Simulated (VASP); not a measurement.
## TiGe2: single point with LDA

TiGe2:

```
Ti Ge
1.0
     0.00000    4.30898    4.37960
     2.51225    0.00000    4.37960
     2.51225    4.30898    0.00000
Ti Ge
2 4
Direct
  0.75000 0.75000 0.75000
  0.50000 0.50000 0.50000
  0.08263 0.41737 0.08263
  0.16737 0.83263 0.16737
  0.83263 0.16737 0.83263
  0.41737 0.08263 0.41737
```

```
Program             : VASP 6.6.1
Task                : single point
Functional          : LDA
Potentials or basis : VASP PAW LDA potentials, release 64 (Ti_sv, Ge_d)
Cutoff              : 500 eV
k mesh              : 6 × 6 × 6
Occupations         : gaussian, width 0.1 eV
Spin                : no spin polarisation
```

```json
{"Pressure": "-5.5 GPa", "Largest force": "0.117 eV/Å", "Band gap on the k mesh": "zero (bands 40 and 41 overlap by 1.52 eV)"}
```

Forces in eV/Å, atoms in the order of the input:
```
Ti   0.000  0.000  0.000
Ti   0.000  0.000  0.000
Ge   0.000 -0.117  0.000
Ge   0.000  0.117  0.000
Ge   0.000 -0.117  0.000
Ge   0.000  0.117  0.000
```

Stress tensor (GPa, compression positive):
```
-5.29  0.00  0.00
 0.00 -5.37  0.00
 0.00  0.00 -5.84
```

Levels at points of the mesh, in eV from the Fermi level:
| k point | band 38 | band 39 | band 40 | band 41 | band 42 | band 43 |
| --- | --- | --- | --- | --- | --- | --- |
| (0.00, 0.00, 0.00) | -1.96 | -1.73 | -1.45 | -0.92 | 1.59 | 2.18 |
| (0.50, 0.00, 0.00) | -1.11 | -0.10 | 0.18 | 0.73 | 1.22 | 1.49 |
| (0.50, 0.50, 0.00) | -1.61 | -0.91 | -0.91 | 0.83 | 0.83 | 2.69 |
| (0.50, 0.00, 0.50) | -2.32 | -0.89 | -0.89 | 1.03 | 1.03 | 2.24 |
| (0.00, 0.50, 0.50) | -1.22 | -0.64 | -0.64 | 0.90 | 0.90 | 1.74 |

It took 6.1 min on 1 thread of Oxide Virtual Turin-like Processor, on a shared host, peak memory 0.27 GiB.

Caveat: the cell stands under tension.
